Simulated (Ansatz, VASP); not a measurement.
One calculation of LaBe, two programs

```
La Be
1.0
     3.35333    0.00000    0.00000
     0.00000    3.35333    0.00000
     0.00000    0.00000    3.35333
La Be
1 1
Direct
  0.00000 0.00000 0.00000
  0.50000 0.50000 0.50000
```

Change from the starting cell: species swapped into the GdRh type (Pm-3m, No. 221).

Alike in both runs: task relaxation of cell and atoms; functional PBE; k mesh 6 × 6 × 6; occupations gaussian, width 0.1 eV; no spin polarisation.

|  | VASP | Ansatz |
| --- | --- | --- |
| version | VASP 6.6.1 | Ansatz 0.2.0 |
| potentials or method | VASP PAW PBE potentials, release 64 (La, Be), cutoff 600 eV | scalar-relativistic, plane waves, PAW |
| valence electrons in the cell | 13 | 13 |

|  | VASP | Ansatz | Ansatz less VASP |
| --- | --- | --- | --- |
| gap on the k mesh at the Fermi level, each at its own relaxed structure (eV) | none | none | - |
| relaxed volume (Å³/atom) | 23.19 | 23.16 | -0.027 |
| relaxed cell length with the largest relative difference (Å) | 3.593 | 3.592 | -0.0014 |

A gap of «none» marks a metal or a gap that the smearing closes.

Neither program's run includes spin-orbit coupling. Noted on VASP's run: the volume moved by over 15 % at a fixed basis, so the end points are rough.
